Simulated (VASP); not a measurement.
Input of a VASP 6.6.1 run:

The input POSCAR:

```
BeS
1.0
    0.0000000000      2.3172971951      2.3172971951
    2.3172971951      0.0000000000      2.3172971951
    2.3172971951      2.3172971951      0.0000000000
Be S
1 1
Direct
    0.0000000000      0.0000000000      0.0000000000
    0.5000000000      0.5000000000      0.5000000000
```

The input INCAR.step1:

```
PREC     = Accurate       # precision mode
ENCUT    = 520            # plane-wave cutoff, eV
ISMEAR   = 0              # smearing method
SIGMA    = 0.01           # smearing width, eV
LREAL    = False          # projectors in reciprocal space
LASPH    = True           # aspherical terms in the spheres
NELM     = 100            # most SCF steps
NBANDS   = 11             # bands
GGA      = PE             # functional
ALGO     = Normal         # electronic algorithm
EDIFF    = 1E-4           # SCF threshold, eV
LWAVE    = True           # write WAVECAR
LCHARG   = False          # write CHGCAR
```

File INCAR.step2:

```
PREC     = Accurate       # precision mode
ENCUT    = 520            # plane-wave cutoff, eV
EDIFF    = 1E-6           # SCF threshold, eV
ISMEAR   = 0              # smearing method
SIGMA    = 0.01           # smearing width, eV
LREAL    = False          # projectors in reciprocal space
LASPH    = True           # aspherical terms in the spheres
NELM     = 100            # most SCF steps
ALGO     = Normal         # electronic algorithm
ISIF     = 2              # what is computed and relaxed
LWAVE    = False          # write WAVECAR
LCHARG   = False          # write CHGCAR
METAGGA  = R2SCAN         # meta-GGA
LMIXTAU  = True         
NBANDS   = 11             # bands
ISTART   = 1
```

File KPOINTS:

```
Automatic mesh
0
Gamma
  5 5 5
```

Potentials or basis: VASP PAW PBE potentials, release 64 (Be, S).

Run with:

```bash
$ cat potpaw_PBE.64/Be/POTCAR potpaw_PBE.64/S/POTCAR > POTCAR
$ cp INCAR.step1 INCAR
$ mpirun -np 1 vasp_std > vasp.out
$ cp INCAR.step2 INCAR
$ mpirun -np 1 vasp_std > vasp.out
```

(1) What does it give for the band gap on the k mesh?

(2) Predict the pressure.

Results:

(1) 1.84 eV, indirect (least direct gap 4.70 eV).

(2) 0.4 GPa.

Caveat: the k points lie up to 0.47 Å⁻¹ apart; the PAW data sets were made with another functional, which shifts forces and pressure a little.
